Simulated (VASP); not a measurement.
# Ta3AlSn2Bi2O16 (P1) in VASP: single point with PBE

Aim: the single point of Ta3AlSn2Bi2O16 with PBE.

Program: VASP 6.6.1. These are calculated values, not measurements. Logs are shortened: lines on timing, memory, paths and dates and some standing lists are left out, and cuts for length are marked.

## (1) The cell of the first run

The typed cell holds 24 atoms: a = 7.158 Å, b = 7.506 Å, c = 7.354 Å, α = 61.11°, β = 59.66°, γ = 60.39°.

## (2) Single point, PBE

File INCAR:

```
ALGO = Normal
EDIFF = 1E-7
ENCUT = 520
GGA = PE
ISIF = 2
ISMEAR = 0
ISYM = 0
LASPH = T
LCHARG = F
LREAL = Auto
LWAVE = F
NBANDS = 113
NELM = 80
PREC = Accurate
SIGMA = 0.1
```

File KPOINTS:

```
k-points
0
Gamma
  3 3 3
```

File POSCAR:

```
Ta3AlSn2Bi2O16
1.0
   -5.0585761235      5.0640200078      0.0922214324
   -5.2995404833     -0.1487429274      5.3129497360
    0.0400007356      5.1962421758      5.2042075442
O Al Sn Ta Bi
16 1 2 3 2
Direct
    0.7943528930      0.9423522209      0.4202075273
    0.3588916421      0.8210495777      0.5118651724
    0.8361206921      0.3237362569      0.3197555141
    0.9070552203      0.8302018303      0.8333506828
    0.3927718509      0.3154424615      0.4613771195
    0.4249335565      0.8985813295      0.8025473844
    0.9198761694      0.4012268768      0.8515584398
    0.3163879241      0.4341894122      0.8413284911
    0.5931014136      0.6658160010      0.1624900052
    0.0755355654      0.6065238292      0.1920996348
    0.5726469710      0.0998055574      0.1541649570
    0.7123058847      0.5393173204      0.5858576058
    0.1803297855      0.0541538866      0.1670741731
    0.1595769571      0.6668478241      0.4921972488
    0.6722758448      0.1761602663      0.6773579972
    0.1157287617      0.1738746897      0.5405583464
    0.4677436992      0.0199884143      0.4867449871
    0.5181746480      0.9923048968      0.9754560605
    0.9757203761      0.5136989336      0.0223509418
    0.0025963085      0.9972345915      0.4995276614
    0.0412037798      0.4717484625      0.5127784991
    0.5019383675      0.5004177627      0.4995658836
    0.9618519784      0.9993397794      0.0568214583
    0.5020223236      0.5345763134      0.9464746052
```

Potentials or basis: VASP PAW PBE potentials, release 64 (O, Al, Sn_d, Ta_pv, Bi_d).

On the command line:

```bash
cat potpaw_PBE.64/O/POTCAR potpaw_PBE.64/Al/POTCAR potpaw_PBE.64/Sn_d/POTCAR potpaw_PBE.64/Ta_pv/POTCAR potpaw_PBE.64/Bi_d/POTCAR > POTCAR
mpirun -np 1 vasp_std > vasp.out
```

OUTCAR:

```text
EDIFF = 1E-7
   ENCUT = 520
   GGA = PE
   ISIF = 2
   ISMEAR = 0
   ISYM = 0
   LASPH = T
   LREAL = Auto
   NELM = 80
   PREC = Accurate

 ion  position               nearest neighbor table
   1  0.794  0.942  0.420-  17 1.95  20 2.11  23 2.22
   2  0.359  0.821  0.512-  17 1.90  22 2.13  20 2.25
   3  0.836  0.324  0.320-  19 2.00  22 2.14  20 2.18
   4  0.907  0.830  0.833-  19 2.04  20 2.06  18 2.29  23 2.76
   5  0.393  0.315  0.461-  17 1.94  22 2.07  21 2.10
   6  0.425  0.899  0.803-  17 1.96  18 2.18  24 2.28  23 2.77
   7  0.920  0.401  0.852-  21 2.06  19 2.08  24 2.46  23 2.58
   8  0.316  0.434  0.841-  19 2.03  22 2.10  24 2.35  18 2.76
   9  0.593  0.666  0.162-  22 2.07  18 2.09  19 2.25  24 2.67
  10  0.076  0.607  0.192-  21 2.00  19 2.19  23 2.44  24 2.57
  11  0.573  0.100  0.154-  17 2.02  18 2.09  23 2.30  24 2.75
  12  0.712  0.539  0.586-  21 1.97  22 2.08  24 2.29
  13  0.180  0.054  0.167-  18 2.03  20 2.04  23 2.35
  14  0.160  0.667  0.492-  21 1.94  22 2.15  20 2.17
  15  0.672  0.176  0.677-  18 2.02  20 2.13  22 2.17
  16  0.116  0.174  0.541-  21 1.95  20 2.05  17 2.10
  17  0.468  0.020  0.487-   2 1.90   5 1.94   1 1.95   6 1.96  11 2.02  16 2.10  21 3.27  23 3.34
                            20 3.37  24 3.58
  18  0.518  0.992  0.975-  15 2.02  13 2.03   9 2.09  11 2.09   6 2.18   4 2.29   8 2.76  20 3.47
                            19 3.47  23 3.54  24 3.60  23 3.69
  19  0.976  0.514  0.022-   3 2.00   8 2.03   4 2.04   7 2.08  10 2.19   9 2.25  22 3.44  18 3.47
                            24 3.59  24 3.62  23 3.72  23 3.79
  20  0.003  0.997  0.500-  13 2.04  16 2.05   4 2.06   1 2.11  15 2.13  14 2.17   3 2.18   2 2.25
                            17 3.37  23 3.40  18 3.47
  21  0.041  0.472  0.513-  14 1.94  16 1.95  12 1.97  10 2.00   7 2.06   5 2.10  17 3.27  22 3.36
                            24 3.54  23 3.76
  22  0.502  0.500  0.500-   5 2.07   9 2.07  12 2.08   8 2.10   2 2.13   3 2.14  14 2.15  15 2.17
                            21 3.36  24 3.42  19 3.44
  23  0.962  0.999  0.057-   1 2.22  11 2.30  13 2.35  10 2.44   7 2.58   4 2.76   6 2.77  17 3.34
                            20 3.40  18 3.54  18 3.69  19 3.72  24 3.74  24 3.76  21 3.76  19 3.79
  24  0.502  0.535  0.946-   6 2.28  12 2.29   8 2.35   7 2.46  10 2.57   9 2.67  11 2.75  22 3.42
                            21 3.54  17 3.58  19 3.59  18 3.60  19 3.62  23 3.74  23 3.76

IMPORTANT INFORMATION: All symmetrisations will be switched off!
NOSYMM: (Re-)initialisation of all symmetry stuff for point group C_1.

----------------------------------------------------------------------------------------

                                     Primitive cell

  volume of cell :     281.7722

  direct lattice vectors                    reciprocal lattice vectors
    -5.058576123  5.064020008  0.092221432    -0.100724851  0.098634396 -0.097709236
    -5.299540483 -0.148742927  5.312949736    -0.091829523 -0.093442750  0.094005553
     0.040000736  5.196242176  5.204207544     0.095533205  0.093647386  0.097913871

  length of vectors
     7.158351474  7.505643789  7.354339465     0.171526484  0.161249040  0.165781640

  position of ions in fractional coordinates (direct lattice)
     0.794352893  0.942352221  0.420207527
     0.358891642  0.821049578  0.511865172
     0.836120692  0.323736257  0.319755514
     0.907055220  0.830201830  0.833350683
     0.392771851  0.315442461  0.461377119
     0.424933557  0.898581329  0.802547384
[... 16 lines left out ...]
     0.961851978  0.999339779  0.056821458
     0.502022324  0.534576313  0.946474605

  ion indices of the primitive-cell ions
   primitive index   ion index
                 1           1
                 2           2
                 3           3
                 4           4
                 5           5
                 6           6
[... 16 lines left out ...]
                23          23
                24          24

----------------------------------------------------------------------------------------

 KPOINTS: k-points

Automatic generation of k-mesh.
 Grid dimensions read from file:
 generate k-points for:    3    3    3

 Generating k-lattice:

  Cartesian coordinates                     Fractional coordinates (reciprocal lattice)
    -0.033574950  0.032878132 -0.032569745     0.333333333 -0.000000000 -0.000000000
    -0.030609841 -0.031147583  0.031335184     0.000000000  0.333333333  0.000000000
     0.031844402  0.031215795  0.032637957     0.000000000  0.000000000  0.333333333

  Length of vectors
     0.057175495  0.053749680  0.055260547

  Shift w.r.t. Gamma in fractional coordinates (k-lattice)
     0.000000000  0.000000000  0.000000000

 Subroutine IBZKPT returns following result:
 ===========================================

 Found     14 irreducible k-points:

 Following reciprocal coordinates:
            Coordinates               Weight
  0.000000  0.000000  0.000000      1.000000
  0.333333  0.000000  0.000000      2.000000
  0.000000  0.333333  0.000000      2.000000
  0.333333  0.333333  0.000000      2.000000
 -0.333333  0.333333 -0.000000      2.000000
 -0.000000 -0.000000  0.333333      2.000000
  0.333333  0.000000  0.333333      2.000000
 -0.333333 -0.000000  0.333333      2.000000
  0.000000  0.333333  0.333333      2.000000
  0.333333  0.333333  0.333333      2.000000
 -0.333333  0.333333  0.333333      2.000000
 -0.000000 -0.333333  0.333333      2.000000
  0.333333 -0.333333  0.333333      2.000000
 -0.333333 -0.333333  0.333333      2.000000
   k-points           NKPTS =     14   k-points in BZ     NKDIM =     14   number of bands    NBANDS=    113
   number of dos      NEDOS =    301   number of ions     NIONS =     24
   total plane-waves  NPLWV = 169344
   dimension x,y,z NGX =    54 NGY =   56 NGZ =   56
   dimension x,y,z NGXF=   108 NGYF=  112 NGZF=  112
   ions per type =              16   1   2   3   2
   NGX,Y,Z   is equivalent  to a cutoff of  12.54, 12.40, 12.66 a.u.
   NGXF,Y,Z  is equivalent  to a cutoff of  25.08, 24.81, 25.32 a.u.
 SYSTEM =  unknown system
   PREC   = accura    normal or accurate (medium, high low for compatibility)
   ISTART =      0    job   : 0-new  1-cont  2-samecut
   ICHARG =      2    charge: 1-file 2-atom 10-const
   ISPIN  =      1    spin polarized calculation?
   LNONCOLLINEAR =      F non collinear calculations
   LSORBIT =      F    spin-orbit coupling
   LASPH  =      T    aspherical Exc in radial PAW
   ENCUT  =  520.0 eV  38.22 Ry    6.18 a.u.  13.31 13.96 13.67*2*pi/ulx,y,z
   NELM   =     80;   NELMIN=  2; NELMDL= -5     # of ELM steps
   EDIFF  = 0.1E-06   stopping-criterion for ELM
   LREAL  =      T    real-space projection
   EDIFFG = 0.1E-05   stopping-criterion for IOM
   NSW    =      0    number of steps for IOM
   IBRION =     -1    ionic relax: 0-MD 1-quasi-New 2-CG
   NFREE  =      0    steps in history (QN), initial steepest desc. (CG)
   ISIF   =      2    stress and relaxation
   ISYM   =      0    0-nonsym 1-usesym 2-fastsym
   POTIM  = 0.5000    time-step for ionic-motion
   TEBEG  =    0.0;   TEEND  =   0.0 temperature during run
   PSTRESS=    0.0 pullay stress
   NELECT =     190.0000    total number of electrons
   NUPDOWN=      -1.0000    fix difference up-down
   EMIN   =  10.00;   EMAX   =-10.00  energy-range for DOS
   EFERMI =   0.00;   METHOD = LEGACY
   ISMEAR =     0;   SIGMA  =   0.10  broadening in eV -4-tet -1-fermi 0-gaus
   EFERMI_NEDOS =   21; number of points for ismear=-14 and -15
   IALGO  =     38    algorithm
   IMIX   =      4    mixing-type and parameters
     AMIX     =   0.40;   BMIX     =  1.00
     AMIX_MAG =   1.60;   BMIX_MAG =  1.00
  volume/ion in A,a.u.               =      11.74        79.23
  Fermi-wavevector in a.u.,A,eV,Ry     =   1.435578  2.712848 28.040013  2.060883
  Thomas-Fermi vector in A             =   2.554861
   LORBIT       =      0    0 simple, 1 ext, 2 COOP (PROOUT), +10 PAW based schemes
   GGA     = PE    functional components
   LHFCALC =     F    Hartree Fock is set to
   AEXX    =    0.0000 exact exchange contribution
   IVDW    =     0    specifies the selected vdW correction
   LEPSILON=     F    determine dielectric tensor
   LRPA    =     F    only Hartree local field effects (RPA)
 non-spin polarized calculation
 Gauss-broadening in eV      SIGMA  =   0.10
  energy-cutoff  :      520.00
  volume of cell :      281.77
 maximum number of plane-waves:      7601
 NGX is ok and might be reduce to    54
   NGX = 27   NGY = 27   NGZ = 27

 number of electron     189.9999999 magnetization

 Free energy of the ion-electron system (eV)
  ---------------------------------------------------
  ext. energy  EPLUGINS =         0.00000000
  ---------------------------------------------------
  free energy    TOTEN  =      -186.07110009 eV

  energy without entropy =     -186.07110009  energy(sigma->0) =     -186.07110009

 E-fermi :   5.9205     XC(G=0): -11.4339

 val. band max:        5.4399658248   @ k =   0.3333   0.0000   0.0000
 cond. band min:       8.3264982064   @ k =  -0.0000  -0.3333   0.3333
 fundamental gap:      2.8865323816
 Fermi energy:         5.9204821090

 k-point     1 :       0.0000    0.0000    0.0000
  band No.  band energies     occupation
      1     -29.3645      2.00000
      2     -29.3435      2.00000
      3     -29.3251      2.00000
      4     -29.2550      2.00000
      5     -29.2208      2.00000
      6     -29.2189      2.00000
[... 99 lines left out ...]
    106      10.4472      0.00000
    107      10.5714      0.00000

 k-point     2 :       0.3333    0.0000    0.0000
  band No.  band energies     occupation
      1     -29.3554      2.00000
      2     -29.3269      2.00000
      3     -29.3154      2.00000
      4     -29.2545      2.00000
      5     -29.2228      2.00000
      6     -29.2203      2.00000
[... 1312 lines left out ...]
 k-point    14 :      -0.3333   -0.3333    0.3333
  band No.  band energies     occupation
      1     -29.3398      2.00000
      2     -29.3264      2.00000
      3     -29.3158      2.00000
      4     -29.2555      2.00000
      5     -29.2372      2.00000
      6     -29.2199      2.00000
[... 99 lines left out ...]
    106      10.4980      0.00000
    107      10.7694      0.00000
 [bands above 107 left out]

------------------------ aborting loop because EDIFF is reached ----------------------------------------

  FORCE on cell =-STRESS in cart. coord.  units (eV):
  Direction    XX          YY          ZZ          XY          YZ          ZX
  --------------------------------------------------------------------------------------
  -------------------------------------------------------------------------------------
  Total        1.0822952      0.8152911      0.9386611      0.1299251      0.0569621     -0.2712388
  in kB        6.1540100      4.6358046      5.3372956      0.7387639      0.3238907     -1.5422834
  external PRESSURE =       5.3757034 kB  Pullay stress =       0.0000000 kB

 VOLUME and BASIS-vectors are now :
 -----------------------------------------------------------------------------
  energy-cutoff  :      520.00
  volume of cell :      281.77
      direct lattice vectors                 reciprocal lattice vectors
    -5.058576123  5.064020008  0.092221432    -0.100724851  0.098634396 -0.097709236
    -5.299540483 -0.148742927  5.312949736    -0.091829523 -0.093442750  0.094005553
     0.040000736  5.196242176  5.204207544     0.095533205  0.093647386  0.097913871

 POSITION                                       TOTAL-FORCE (eV/Angst)
 -----------------------------------------------------------------------------------
     -8.99552      6.06595      7.26677         0.045780     -0.014134      0.014825
     -6.14619      4.35508      7.05915        -0.031001     -0.000781      0.019200
     -5.93244      5.84751      3.46118         0.037488      0.020380      0.005453
     -8.95476      8.80015      8.83140        -0.000169     -0.000514      0.013865
     -3.64011      4.33951      4.11325         0.018288      0.015114     -0.054412
     -6.87952      6.18844      8.98993        -0.008256     -0.038025     -0.003090
[... 16 lines left out ...]
    -10.15937      5.01745      5.69386        -0.045337     -0.006756     -0.039029
     -5.33467      7.38085      7.81212         0.028417      0.034040      0.011112
 -----------------------------------------------------------------------------------
    total drift:                               -0.037685      0.007936      0.009513

  FREE ENERGIE OF THE ION-ELECTRON SYSTEM (eV)
  ---------------------------------------------------
  free  energy   TOTEN  =      -186.0711000902 eV

  energy  without entropy=     -186.0711000902  energy(sigma->0) =     -186.07110009
```

Run time: 28 min. Hardware: 1 thread of Intel Xeon 8259CL, shared host; peak memory 0.61 GiB.

What came out:

* Free energy: -186.0711 eV
* Pressure: 0.5 GPa
* Largest force: 0.097 eV/Å
* Band gap on the k mesh: 2.89 eV (least direct gap 2.98 eV)

Forces on the atoms (eV/Å):
```
O    0.046 -0.014  0.015
O   -0.031 -0.001  0.019
O    0.037  0.020  0.005
O    0.000 -0.001  0.014
O    0.018  0.015 -0.054
O   -0.008 -0.038 -0.003
O    0.036  0.001 -0.019
O    0.009  0.015 -0.009
O    0.000 -0.005 -0.010
O   -0.028  0.005 -0.016
O   -0.003  0.024  0.051
O    0.012 -0.033  0.018
O   -0.006 -0.022 -0.008
O   -0.082  0.013  0.050
O   -0.030 -0.015 -0.007
O    0.025  0.053 -0.070
Al  -0.006  0.005  0.019
Sn  -0.005 -0.018 -0.006
Sn  -0.003  0.008  0.000
Ta   0.012 -0.004  0.022
Ta   0.016 -0.043  0.026
Ta   0.009  0.007 -0.011
Bi  -0.045 -0.007 -0.039
Bi   0.028  0.034  0.011
```

Caveat: spin-orbit coupling is left out, which moves the levels of the heavy elements.
